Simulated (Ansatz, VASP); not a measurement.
# AlN in VASP and in Ansatz

Contents of INCAR:

```
PREC = Accurate
ENCUT = 520
EDIFF = 1E-6
ISMEAR = 0
SIGMA = 0.05
LREAL = False
LASPH = True
NELM = 60
ALGO = Normal
ISIF = 2
LWAVE = False
LCHARG = False
GGA = CA
NBANDS = 26
```

Contents of KPOINTS:

```
Automatic mesh
0
Gamma
  8 6 4
```

POSCAR

```
AlN
1.0
   -1.6378403119      2.8368226349      0.0000000000
    0.0000000000      0.0000000000      4.1006264518
    4.9135209358      2.8368226349      0.0000000000
Al N
4 4
Direct
    0.3360842182      0.7500000000      0.1120280728
    1.0000000000      0.7500000000      0.6666666667
    0.0000000000      0.2500000000      0.3333333333
    0.5000000000      0.2500000000      0.8333333333
    0.5000000000      0.2500000000      0.1666666667
    1.0000000000      0.2500000000      0.6666666667
    0.0000000000      0.7500000000      0.3333333333
    0.5000000000      0.7500000000      0.8333333333
```

Input for Ansatz:

```yaml
crystal:
  lattice:
    - [-1.6378403119, 2.8368226349, 0.0]
    - [0.0, 0.0, 4.1006264518]
    - [4.9135209358, 2.8368226349, 0.0]
  atoms:
    - { symbol: Al, position: [0.3360842182, 0.75, 0.1120280728] }
    - { symbol: Al, position: [1.0, 0.75, 0.6666666667] }
    - { symbol: Al, position: [0.0, 0.25, 0.3333333333] }
    - { symbol: Al, position: [0.5, 0.25, 0.8333333333] }
    - { symbol: "N", position: [0.5, 0.25, 0.1666666667] }
    - { symbol: "N", position: [1.0, 0.25, 0.6666666667] }
    - { symbol: "N", position: [0.0, 0.75, 0.3333333333] }
    - { symbol: "N", position: [0.5, 0.75, 0.8333333333] }
basis:
  ecutwfc: 420
kpoints:
  mp_grid: { grid: [8, 6, 4] }
hamiltonian:
  xc: lda
  pseudopotentials: { kind: paw, azcp: { folder: soft_1 } }
scf:
  occupations: { method: gaussian, width: 0.05 }
output:
  forces: true
  stress: true
  eigenvalues: true
```

Alike in both runs: task single point; functional LDA; k mesh 8 × 6 × 4; occupations gaussian, width 0.05 eV; no spin polarisation.

```csv
,VASP,Ansatz
version,VASP 6.6.1,Ansatz 0.2.0
potentials or method,"VASP PAW LDA potentials, release 64 (Al, N), cutoff 520 eV","scalar-relativistic, plane waves, PAW"
valence electrons in the cell,32,32
```

Ansatz gave:

```
gap on the k mesh at the Fermi level (eV)                     : 2.34
least direct gap on the mesh (eV)                             : 2.34
pressure (GPa)                                                : 8.7
traceless stress, the component that is largest in VASP (GPa) : 17.79
rms of the force components (eV/Å)                            : 1.750
```

What did VASP give for the same quantities?

gap on the k mesh at the Fermi level (eV): 2.34; least direct gap on the mesh (eV): 2.34; pressure (GPa): 9.6; traceless stress, the component that is largest in VASP (GPa): 18.58; rms of the force components (eV/Å): 1.785.

Ansatz warns that its potentials were made for another functional, while VASP's fit it. LDA's correlation is that of Perdew and Zunger in VASP and of Perdew and Wang (1992) in Ansatz. Atom by atom the forces differ by 0.044 eV/Å (rms over components).
